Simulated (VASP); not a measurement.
**ZrN: single point with LDA**

ZrN:

```
Zr N
1.0
     0.00000    2.28423    2.28423
     2.28423    0.00000    2.28423
     2.28423    2.28423    0.00000
Zr N
1 1
Direct
  0.00000 0.00000 0.00000
  0.50000 0.50000 0.50000
```

```yaml
Program: VASP 6.6.1
Task: single point
Functional: LDA
Potentials_or_basis: VASP PAW LDA potentials, release 64 (Zr_sv, N)
Cutoff: 600 eV
k_mesh: 9 × 9 × 9
Occupations: fermi-dirac, width 0.01 eV
Spin: no spin polarisation
```

```
Pressure               : -7.1 GPa
Band gap on the k mesh : zero (an odd number of electrons rules out a gap without spin polarisation)
```

Levels at points of the mesh, in eV from the Fermi level:
```tsv
k point	band 6	band 7	band 8	band 9	band 10	band 11	band 12	band 13
(0.00, 0.00, 0.00)	-2.61	-2.61	-2.61	-0.40	-0.40	-0.40	1.62	1.62
```

It took 45 s on 1 thread of AMD EPYC 7R13, with other jobs on the host, peak memory 0.12 GiB.

Caveat: the cell stands under tension.
